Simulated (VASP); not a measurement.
Input of a VASP 6.6.1 run:

The input INCAR:

```
SYSTEM = SiNi
PREC     = Accurate       ! precision mode
ENCUT    = 520            ! plane-wave cutoff, eV
EDIFF    = 1E-6           ! SCF threshold, eV
ISMEAR   = -1             ! smearing method
SIGMA    = 0.05           ! smearing width, eV
LREAL    = .FALSE.        ! projectors in reciprocal space
LASPH    = .TRUE.         ! aspherical terms in the spheres
NELM     = 150            ! most SCF steps
ALGO     = Normal         ! electronic algorithm
ISIF     = 2              ! what is computed and relaxed
LWAVE    = .FALSE.        ! write WAVECAR
LCHARG   = .TRUE.         ! write CHGCAR
ISPIN    = 2              ! spin polarisation
MAGMOM   = 1.25 1.25 0 0  ! initial moments
LORBIT   = 11             ! projections on sites
NUPDOWN  = 2.5            ! fixed moment
LMAXMIX  = 4              ! l up to which the mixer works
GGA      = PE             ! functional
LELF     = .TRUE.         ! ELF
LVHAR    = .TRUE.       
NBANDS   = 26             ! bands
```

The input KPOINTS:

```
regular mesh
0
G
  8 7 5
  0 0 0
```

POSCAR

```
SiNi
1.0
    2.9427706600      0.0000000000      0.0000000000
    0.0000000000      3.2803255400      0.0000000000
    0.0000000000      0.0000000000      4.6774467600
Ni Si
2 2
Direct
    0.5000000000      0.5000000000      0.3424955900
    0.0000000000      0.0000000000      0.6575044100
    0.5000000000      0.5000000000      0.8431431600
    0.0000000000      0.0000000000      0.1568568400
```

Potentials or basis: VASP PAW PBE potentials, release 64 (Ni, Si).

The run is started by

```console
$ cat potpaw_PBE.64/Ni/POTCAR potpaw_PBE.64/Si/POTCAR > POTCAR
$ mpirun -np 1 vasp_std > vasp.out
```

(1) Estimate the pressure.

(2) What does it give for the largest force?

Results:

(1) 18.0 GPa.

(2) 0.687 eV/Å.

Caveat: the cell stands under pressure; the total moment is fixed, so each spin has its own Fermi level.
